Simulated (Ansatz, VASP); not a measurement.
Mg3ZrN in VASP and in Ansatz

Contents of INCAR:

```
  PREC = Accurate
  ENCUT = 520
  EDIFF = 1E-7
  ISMEAR = 0
  SIGMA = 0.1
  LREAL = F
  LASPH = T
  NELM = 100
  ALGO = Normal
  ISIF = 2
  LWAVE = F
  LCHARG = F
  GGA = PE
  NBANDS = 20
```

Contents of KPOINTS:

```
Automatic mesh
0
Gamma
  4 4 6
```

File POSCAR:

```
Mg3ZrN
1.0
    5.3738066500      0.0000000000      0.0000000000
    0.0000000000      5.3738066500      0.0000000000
    0.0000000000      0.0000000000      3.1925723900
Mg Zr N
3 1 1
Direct
    0.0000000000      0.5000000000      0.0000000000
    0.5000000000      0.0000000000      0.0000000000
    0.5000000000      0.5000000000      0.0000000000
    0.0000000000      0.0000000000      0.5000000000
    0.5000000000      0.5000000000      0.5000000000
```

Input for Ansatz:

```yaml
crystal:
  lattice:
    - [5.37380665, 0.0, 0.0]
    - [0.0, 5.37380665, 0.0]
    - [0.0, 0.0, 3.19257239]
  atoms:
    - { symbol: Mg, position: [0.0, 0.5, 0.0] }
    - { symbol: Mg, position: [0.5, 0.0, 0.0] }
    - { symbol: Mg, position: [0.5, 0.5, 0.0] }
    - { symbol: Zr, position: [0.0, 0.0, 0.5] }
    - { symbol: "N", position: [0.5, 0.5, 0.5] }
basis:
  ecutwfc: 420
kpoints:
  mp_grid: { grid: [4, 4, 6] }
hamiltonian:
  xc: pbe
scf:
  occupations: { method: gaussian, width: 0.1 }
  lower_state_search: "off"
output:
  forces: true
  stress: true
  eigenvalues: true
```

Alike in both runs: task single point; functional PBE; k mesh 4 × 4 × 6; occupations gaussian, width 0.1 eV; no spin polarisation.

|  | VASP | Ansatz |
| --- | --- | --- |
| version | VASP 6.6.1 | Ansatz 0.2.0 |
| potentials or method | VASP PAW PBE potentials, release 64 (Mg, Zr_sv, N), cutoff 520 eV | scalar-relativistic, plane waves, PAW |
| valence electrons in the cell | 23 | 47 |

```tsv
	VASP	Ansatz	Ansatz less VASP
gap on the k mesh at the Fermi level (eV)	none	none	-
pressure (GPa)	23.6	22.7	-0.88
traceless stress, the component that is largest in VASP (GPa)	38.57	36.77	-1.800
```

A gap of «none» marks a metal or a gap that the smearing closes. VASP's potentials hold 23 valence electrons a cell and Ansatz's 47, so a difference there can come from the potentials and not from the codes.
